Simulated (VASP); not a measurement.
# CdO (nc) (Fm-3m) in VASP: further runs

The runs below take CdO (nc) through relaxation of cell and atoms, with PBE.

All numbers are computed with VASP 6.6.1; they aren't measurements. Logs are shortened: lines on timing, memory, paths and dates and some standing lists are left out, and cuts for length are marked.

### Step 1. The cell of the first run

Symmetry: Fm-3m, No. 225, cubic system. Conventional cell: a = 4.595 Å, b = 4.595 Å, c = 4.595 Å, α = 90.00°, β = 90.00°, γ = 90.00°. Within 3.0 Å of Cd (site symmetry m-3m) lie 6 O at 2.30 Å. O (site symmetry m-3m) has 6 Cd at 2.30 Å within 3.0 Å.

### Step 2. Relaxation of cell and atoms, PBE, target pressure 18 GPa, at which the enthalpy is minimised

The input, INCAR:

```
SYSTEM = CdO
ALGO     = Normal         ! electronic algorithm
EDIFF    = 1E-7           ! SCF threshold, eV
EDIFFG   = -0.004         ! ionic threshold
ENCUT    = 600            ! plane-wave cutoff, eV
GGA      = PE             ! functional
GGA_COMPAT= .False.      
IBRION   = 2              ! ionic algorithm
ISIF     = 3              ! what is computed and relaxed
ISMEAR   = 0              ! smearing method
LASPH    = .True.         ! aspherical terms in the spheres
LCHARG   = .False.        ! write CHGCAR
LREAL    = .False.        ! projectors in reciprocal space
LWAVE    = .False.        ! write WAVECAR
NELM     = 120            ! most SCF steps
NELMIN   = 4            
NSW      = 70             ! ionic steps
PREC     = Accurate       ! precision mode
PSTRESS  = 180.0        
SIGMA    = 0.1            ! smearing width, eV
```

The input, KPOINTS:

```
k-points
0
Gamma
  14 14 14
  0 0 0
```

The input, POSCAR:

```
CdO
1.0
    0.0000000000      2.2976459321      2.2976459321
    2.2976459321      0.0000000000      2.2976459321
    2.2976459321      2.2976459321      0.0000000000
Cd O
1 1
Direct
    0.0000000000      0.0000000000      0.0000000000
    0.5000000000      0.5000000000      0.5000000000
```

Potentials or basis: VASP PAW PBE potentials, release 64 (Cd, O).

Command:

```console
$ cat potpaw_PBE.64/Cd/POTCAR potpaw_PBE.64/O/POTCAR > POTCAR
$ mpirun -np 1 vasp_std > vasp.out
```

OUTCAR:

```text
SYSTEM = CdO
   EDIFF = 1E-7
   EDIFFG = -0.004
   ENCUT = 600
   GGA = PE
   IBRION = 2
   ISIF = 3
   ISMEAR = 0
   LASPH = .True.
   LREAL = .False.
   NELM = 120
   NELMIN = 4
   NSW = 70
   PREC = Accurate
   PSTRESS = 180.0

 ion  position               nearest neighbor table
   1  0.000  0.000  0.000-   2 2.30   2 2.30   2 2.30   2 2.30   2 2.30   2 2.30
   2  0.500  0.500  0.500-   1 2.30   1 2.30   1 2.30   1 2.30   1 2.30   1 2.30

  LATTYP: Found a face centered cubic cell.
 ALAT       =     4.5952918642

  Lattice vectors:

 A1 = (   0.0000000000,   2.2976459321,   2.2976459321)
 A2 = (   2.2976459321,   0.0000000000,   2.2976459321)
 A3 = (   2.2976459321,   2.2976459321,   0.0000000000)

Analysis of symmetry for initial positions (statically):
=====================================================================
 Subroutine PRICEL returns:
 Original cell was already a primitive cell.

 Routine SETGRP: Setting up the symmetry group for a
 face centered cubic supercell.

 Subroutine GETGRP returns: Found 48 space group operations
 (whereof 48 operations were pure point group operations)
 out of a pool of 48 trial point group operations.

The static configuration has the point symmetry O_h .

Analysis of symmetry for dynamics (positions and initial velocities):
=====================================================================
 Subroutine PRICEL returns:
 Original cell was already a primitive cell.

 Routine SETGRP: Setting up the symmetry group for a
 face centered cubic supercell.

 Subroutine GETGRP returns: Found 48 space group operations
 (whereof 48 operations were pure point group operations)
 out of a pool of 48 trial point group operations.

The dynamic configuration has the point symmetry O_h .

 Subroutine INISYM returns: Found 48 space group operations
 (whereof 48 operations are pure point group operations),
 and found     1 'primitive' translations

----------------------------------------------------------------------------------------

                                     Primitive cell

  volume of cell :      24.2594

  direct lattice vectors                    reciprocal lattice vectors
     0.000000000  2.297645932  2.297645932    -0.217614034  0.217614034  0.217614034
     2.297645932  0.000000000  2.297645932     0.217614034 -0.217614034  0.217614034
     2.297645932  2.297645932  0.000000000     0.217614034  0.217614034 -0.217614034

  length of vectors
     3.249362039  3.249362039  3.249362039     0.376918563  0.376918563  0.376918563

  position of ions in fractional coordinates (direct lattice)
     0.000000000  0.000000000  0.000000000
     0.500000000  0.500000000  0.500000000

  ion indices of the primitive-cell ions
   primitive index   ion index
                 1           1
                 2           2

----------------------------------------------------------------------------------------

 KPOINTS: k-points

Automatic generation of k-mesh.
 Grid dimensions read from file:
 generate k-points for:   14   14   14

 Generating k-lattice:

  Cartesian coordinates                     Fractional coordinates (reciprocal lattice)
    -0.015543860  0.015543860  0.015543860     0.071428571  0.000000000  0.000000000
     0.015543860 -0.015543860  0.015543860     0.000000000  0.071428571  0.000000000
     0.015543860  0.015543860 -0.015543860     0.000000000  0.000000000  0.071428571

  Length of vectors
     0.026922755  0.026922755  0.026922755

  Shift w.r.t. Gamma in fractional coordinates (k-lattice)
     0.000000000  0.000000000  0.000000000

 Subroutine IBZKPT returns following result:
 ===========================================

 Found    104 irreducible k-points:

 Following reciprocal coordinates:
            Coordinates               Weight
  0.000000  0.000000  0.000000      1.000000
  0.071429  0.000000  0.000000      8.000000
  0.142857  0.000000  0.000000      8.000000
  0.214286  0.000000  0.000000      8.000000
  0.285714  0.000000  0.000000      8.000000
  0.357143  0.000000  0.000000      8.000000
[... 16 lines left out ...]
  0.214286  0.142857  0.000000     24.000000
  0.285714  0.142857  0.000000     24.000000
 [... further k-points ...]
   k-points           NKPTS =    104   k-points in BZ     NKDIM =    104   number of bands    NBANDS=     13
   number of dos      NEDOS =    301   number of ions     NIONS =      2
   total plane-waves  NPLWV =  21952
   dimension x,y,z NGX =    28 NGY =   28 NGZ =   28
   dimension x,y,z NGXF=    56 NGYF=   56 NGZF=   56
   ions per type =               1   1
   NGX,Y,Z   is equivalent  to a cutoff of  14.33, 14.33, 14.33 a.u.
   NGXF,Y,Z  is equivalent  to a cutoff of  28.65, 28.65, 28.65 a.u.
 SYSTEM =  CdO
   PREC   = accura    normal or accurate (medium, high low for compatibility)
   ISTART =      0    job   : 0-new  1-cont  2-samecut
   ICHARG =      2    charge: 1-file 2-atom 10-const
   ISPIN  =      1    spin polarized calculation?
   LNONCOLLINEAR =      F non collinear calculations
   LSORBIT =      F    spin-orbit coupling
   LASPH  =      T    aspherical Exc in radial PAW
   ENCUT  =  600.0 eV  44.10 Ry    6.64 a.u.   6.49  6.49  6.49*2*pi/ulx,y,z
   NELM   =    120;   NELMIN=  4; NELMDL= -5     # of ELM steps
   EDIFF  = 0.1E-06   stopping-criterion for ELM
   LREAL  =      F    real-space projection
   EDIFFG = -.4E-02   stopping-criterion for IOM
   NSW    =     70    number of steps for IOM
   IBRION =      2    ionic relax: 0-MD 1-quasi-New 2-CG
   NFREE  =      1    steps in history (QN), initial steepest desc. (CG)
   ISIF   =      3    stress and relaxation
   ISYM   =      2    0-nonsym 1-usesym 2-fastsym
   POTIM  = 0.5000    time-step for ionic-motion
   TEBEG  =    0.0;   TEEND  =   0.0 temperature during run
   PSTRESS=  180.0 pullay stress
   NELECT =      18.0000    total number of electrons
   NUPDOWN=      -1.0000    fix difference up-down
   EMIN   =  10.00;   EMAX   =-10.00  energy-range for DOS
   EFERMI =   0.00;   METHOD = LEGACY
   ISMEAR =     0;   SIGMA  =   0.10  broadening in eV -4-tet -1-fermi 0-gaus
   EFERMI_NEDOS =   21; number of points for ismear=-14 and -15
   IALGO  =     38    algorithm
   IMIX   =      4    mixing-type and parameters
     AMIX     =   0.40;   BMIX     =  1.00
     AMIX_MAG =   1.60;   BMIX_MAG =  1.00
  volume/ion in A,a.u.               =      12.13        81.86
  Fermi-wavevector in a.u.,A,eV,Ry     =   1.482083  2.800731 29.886155  2.196570
  Thomas-Fermi vector in A             =   2.595913
   LORBIT       =      0    0 simple, 1 ext, 2 COOP (PROOUT), +10 PAW based schemes
   GGA     = PE    functional components
   LHFCALC =     F    Hartree Fock is set to
   AEXX    =    0.0000 exact exchange contribution
   IVDW    =     0    specifies the selected vdW correction
   LEPSILON=     F    determine dielectric tensor
   LRPA    =     F    only Hartree local field effects (RPA)
 conjugate gradient relaxation of ions
 non-spin polarized calculation
 Gauss-broadening in eV      SIGMA  =   0.10
  energy-cutoff  :      600.00
  volume of cell :       24.26
 maximum number of plane-waves:       869
 NGX is ok and might be reduce to    28
   NGX = 13   NGY = 13   NGZ = 13

--------------------------------------- Ionic step        1  -------------------------------------------

 number of electron      18.0000002 magnetization

 Free energy of the ion-electron system (eV)
  ---------------------------------------------------
  ext. energy  EPLUGINS =         0.00000000
  ---------------------------------------------------
  free energy    TOTEN  =        -7.55505847 eV

  energy without entropy =       -7.55492099  energy(sigma->0) =       -7.55498973

------------------------ aborting loop because EDIFF is reached ----------------------------------------

  FORCE on cell =-STRESS in cart. coord.  units (eV):
  Direction    XX          YY          ZZ          XY          YZ          ZX
  --------------------------------------------------------------------------------------
  -------------------------------------------------------------------------------------
  Total        3.0208645      3.0208645      3.0208645      0.0000000      0.0000000     -0.0000000
  in kB      199.5090140    199.5090140    199.5090140      0.0000000      0.0000000     -0.0000000
  external PRESSURE =      19.5090140 kB  Pullay stress =     180.0000000 kB
[... 61 lines left out ...]
  enthalpy is  TOTEN    =        -4.8286232276 eV   P V=        2.7841446457

--------------------------------------- Ionic step        3  -------------------------------------------

 number of electron      18.0000002 magnetization

 Free energy of the ion-electron system (eV)
  ---------------------------------------------------
  ext. energy  EPLUGINS =         0.00000000
  ---------------------------------------------------
  free energy    TOTEN  =        -7.58154096 eV

  energy without entropy =       -7.58139717  energy(sigma->0) =       -7.58146907

 E-fermi :   2.7387     XC(G=0): -12.0281

 val. band max:        2.6168490841   @ k =   0.5000   0.0000   0.0000
 cond. band min:       2.9118553604   @ k =   0.0714   0.0000   0.0000
 fundamental gap:      0.2950062763
 Fermi energy:         2.7386873727

 k-point     1 :       0.0000    0.0000    0.0000
  band No.  band energies     occupation
      1     -15.2102      2.00000
      2      -4.2201      2.00000
      3      -4.2201      2.00000
      4      -4.2201      2.00000
      5      -3.8730      2.00000
      6      -3.8730      2.00000
      7       1.0498      2.00000
      8       1.0498      2.00000
      9       1.0498      2.00000
     10       2.3006      2.00000
     11      17.6741      0.00000
     12      20.0520      0.00000
     13      20.0520      0.00000
[... 353 lines left out ...]
 k-point    24 :       0.2857    0.1429    0.0000
  band No.  band energies     occupation
      1     -14.7439      2.00000
      2      -4.7264      2.00000
      3      -4.4892      2.00000
      4      -4.2454      2.00000
      5      -3.9817      2.00000
      6      -3.7174      2.00000
      7      -0.7949      2.00000
      8       1.2137      2.00000
      9       1.5140      2.00000
     10       6.0753      0.00000
     11      13.4565      0.00000
     12      15.1459      0.00000
     13      16.7176      0.00000

 [... further k-points ...]

------------------------ aborting loop because EDIFF is reached ----------------------------------------

  FORCE on cell =-STRESS in cart. coord.  units (eV):
  Direction    XX          YY          ZZ          XY          YZ          ZX
  --------------------------------------------------------------------------------------
  -------------------------------------------------------------------------------------
  Total        2.7513323      2.7513323      2.7513323      0.0000000      0.0000000      0.0000000
  in kB      180.0474578    180.0474578    180.0474578      0.0000000      0.0000000      0.0000000
  external PRESSURE =       0.0474578 kB  Pullay stress =     180.0000000 kB
[... 17 lines left out ...]
  FREE ENERGIE OF THE ION-ELECTRON SYSTEM (eV)
  ---------------------------------------------------
  free  energy   TOTEN  =        -7.5815409621 eV

  energy  without entropy=       -7.5813971709  energy(sigma->0) =       -7.58146907

  enthalpy is  TOTEN    =        -4.8309338312 eV   P V=        2.7506071309

 reached required accuracy - stopping structural energy minimisation
```

It took 59 s on 1 thread of AMD EPYC 9R45 (Zen 5), shared host; peak memory 0.17 GiB.

Results:

- Free energy: -7.5815 eV
- Relaxed volume: 12.24 Å³/atom
- Relaxed cell: a = 3.259 Å, b = 3.259 Å, c = 3.259 Å, α = 60.00°, β = 60.00°, γ = 60.00°
- Space group after relaxing (to 0.05 Å): Fm-3m (No. 225)
- Energy change on relaxing (the enthalpy is what falls): -13.2 meV/atom
- Ionic steps: 3
- Pressure after relaxing: 18.0 GPa
- Band gap on the k mesh: zero (band 9 reaches 2.62 eV, above the bottom of band 10 at 2.30 eV)

Step by step:
```tsv
step	energy change (eV)	largest force (eV/Å)	pressure (GPa)	volume (Å³)
1	0.0000	0.0000	19.95	24.26
2	-0.0577	0.0000	15.56	24.78
3	-0.0265	0.0000	18.00	24.48
```

Final structure:
```yaml
crystal:
  lattice:
    - [0.00000, 2.30469, 2.30469]
    - [2.30469, 0.00000, 2.30469]
    - [2.30469, 2.30469, 0.00000]
  atoms:
    - { symbol: Cd, position: [0.00000, 0.00000, 0.00000] }
    - { symbol: O, position: [0.50000, 0.50000, 0.50000] }
```

Levels at points of the mesh, in eV from the Fermi level:
| k point | band 6 | band 7 | band 8 | band 9 | band 10 | band 11 | band 12 | band 13 |
| --- | --- | --- | --- | --- | --- | --- | --- | --- |
| (0.00, 0.00, 0.00) | -6.61 | -1.69 | -1.69 | -1.69 | -0.44 | 14.94 | 17.31 | 17.31 |
| (0.50, 0.00, 0.00) | -6.32 | -4.07 | -0.12 | -0.12 | 4.34 | 7.60 | 12.12 | 12.12 |
| (0.50, 0.50, 0.00) | -5.76 | -4.89 | -2.73 | -2.73 | 4.01 | 8.68 | 11.31 | 13.74 |

Caveat: the cell is relaxed towards a set pressure, so the enthalpy falls and the energy may rise. Zero-point motion and thermal expansion aren't in these numbers.

### Step 3. Relaxation of cell and atoms, PBE, target pressure 1e-06 GPa, at which the enthalpy is minimised

The input, INCAR:

```
SYSTEM = CdO
ALGO = Normal
EDIFF = 1E-7
EDIFFG = -0.004
ENCUT = 600
GGA = PE
GGA_COMPAT = .False.
IBRION = 2
ISIF = 3
ISMEAR = 0
LASPH = .True.
LCHARG = .False.
LREAL = .False.
LWAVE = .False.
NELM = 120
NELMIN = 4
NSW = 70
PREC = Accurate
PSTRESS = 9.999999999999999e-06
SIGMA = 0.1
```

KPOINTS is that of step 2.

POSCAR is that of step 2.

Potentials or basis: VASP PAW PBE potentials, release 64 (Cd, O).

Command:

```console
$ cat potpaw_PBE.64/Cd/POTCAR potpaw_PBE.64/O/POTCAR > POTCAR
$ mpirun -np 1 vasp_std > vasp.out
```

Wall time 3.2 min (1 thread of AMD EPYC 9R45 (Zen 5), shared host); peak memory 0.17 GiB.

It converged, with:

```yaml
Free_energy: -7.7253 eV
Relaxed_volume: 13.67 Å³/atom
Relaxed_cell: a = 3.382 Å, b = 3.382 Å, c = 3.382 Å, α = 60.00°, β = 60.00°, γ = 60.00°
Space_group_after_relaxing_to_0.05_Å: Fm-3m (No. 225)
Energy_change_on_relaxing_the_enthalpy_is_what_falls: -85.1 meV/atom
Ionic_steps: 17
Pressure_after_relaxing: 0.0 GPa
Band_gap_on_the_k_mesh: zero (band 9 reaches 1.55 eV, above the bottom of band 10 at 1.03 eV)
```

Step by step:
| step | energy change (eV) | largest force (eV/Å) | pressure (GPa) | volume (Å³) |
| --- | --- | --- | --- | --- |
| 1 | 0.0000 | 0.0000 | 19.95 | 24.26 |
| 2 | -0.0881 | 0.0000 | -9.20 | 29.96 |
| 3 | -0.1703 | 0.0000 | -0.08 | 27.35 |
| 4 | -0.1703 | 0.0000 | 0.22 | 27.29 |
| 5 | -0.1703 | 0.0000 | 0.22 | 27.29 |
| 6 | -0.1703 | 0.0000 | 0.20 | 27.29 |
| 7 | -0.1703 | 0.0000 | 0.20 | 27.29 |
| 8 | -0.1703 | 0.0000 | 0.20 | 27.29 |
| 9 | -0.1703 | 0.0000 | 0.20 | 27.29 |
| 10 | -0.1703 | 0.0000 | 0.20 | 27.29 |
| 11 | -0.1703 | 0.0000 | 0.20 | 27.29 |
| 12 | -0.1703 | 0.0000 | 0.20 | 27.29 |
| 13 | -0.1703 | 0.0000 | 0.19 | 27.30 |
| 14 | -0.1703 | 0.0000 | 0.17 | 27.30 |
| 15 | -0.1703 | 0.0000 | 0.14 | 27.31 |
| 16 | -0.1703 | 0.0000 | 0.08 | 27.32 |
| 17 | -0.1703 | 0.0000 | -0.05 | 27.35 |

Final structure:
```
Cd O
1.0
     0.00000    2.39124    2.39124
     2.39124    0.00000    2.39124
     2.39124    2.39124    0.00000
Cd O
1 1
Direct
  0.00000 0.00000 0.00000
  0.50000 0.50000 0.50000
```

Levels at points of the mesh, in eV from the Fermi level:
```
           k point  band 7  band 8  band 9  band 10  band 11  band 12
(0.00, 0.00, 0.00)   -1.24   -1.24   -1.24    -0.63    14.80    16.56
(0.50, 0.00, 0.00)   -3.78   -0.11   -0.11     4.31     6.84    11.58
(0.50, 0.50, 0.00)   -4.06   -2.16   -2.16     3.56     8.23    10.93
```

Caveat: the cell is relaxed towards a set pressure, so the enthalpy falls and the energy may rise.

[end of part 1 of 2]
